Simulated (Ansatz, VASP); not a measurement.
# Sc in VASP and in Ansatz

```
CELL_PARAMETERS angstrom
3.30880 0.00000 0.00000
-1.65440 2.86550 0.00000
0.00000 0.00000 5.18898
ATOMIC_POSITIONS crystal
Sc 0.33333 0.66667 0.25000
Sc 0.66667 0.33333 0.75000
```

Change from the starting cell: strain +0.000 along x and y, -0.015 along z, atoms carried along.

Alike in both runs: task single point; functional PBEsol; k mesh 18 × 18 × 10; occupations gaussian, width 0.15 eV; no spin polarisation.

```csv
,VASP,Ansatz
version,VASP 6.6.1,Ansatz 0.2.0
potentials or method,"VASP PAW PBE potentials, release 64 (Sc_sv), cutoff 520 eV","scalar-relativistic, plane waves, PAW"
valence electrons in the cell,22,22
```

```tsv
	VASP	Ansatz	Ansatz less VASP
gap on the k mesh at the Fermi level (eV)	none	none	-
pressure (GPa)	-2.1	-2.1	-0.01
traceless stress, the component that is largest in VASP (GPa)	-0.41	-0.41	-0.001
```

VASP's potentials were made for PBE, not for PBEsol. A gap of «none» marks a metal or a gap that the smearing closes.
